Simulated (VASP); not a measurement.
Input of a VASP 6.6.1 run:

The input INCAR:

```
SYSTEM = Lu
ALGO = Normal
EDIFF = 1E-6
ENCUT = 520
GGA = PE
ISIF = 2
ISMEAR = -1
LASPH = .True.
LCHARG = .False.
LREAL = .False.
LWAVE = .False.
NBANDS = 18
NELM = 80
PREC = Accurate
SIGMA = 0.08
```

The input KPOINTS:

```
k-points
0
Gamma
  13 13 12
  0 0 0
```

File POSCAR:

```
Lu
1.0
    2.8984632334      0.0000000000      0.0000000000
   -1.4492316167      2.5101427920      0.0000000000
    0.0000000000      0.0000000000      2.7703813732
Lu
1
Direct
    0.0000000000      0.0000000000      0.0000000000
```

Potentials or basis: VASP PAW PBE potentials, release 64 (Lu).

Launch:

```console
$ cat potpaw_PBE.64/Lu/POTCAR > POTCAR
$ mpirun -np 1 vasp_std > vasp.out
```

**Question.** Predict the band gap on the k mesh.

**Answer.** Zero (an odd number of electrons rules out a gap without spin polarisation).

**Question.** Predict the pressure.

**Answer.** 31.5 GPa.

Stress tensor (GPa, compression positive):
```
31.52  0.00  0.00
 0.00 31.52  0.00
 0.00  0.00 31.41
```

Caveat: the cell stands under pressure; spin-orbit coupling is left out, which moves the levels of the heavy elements.
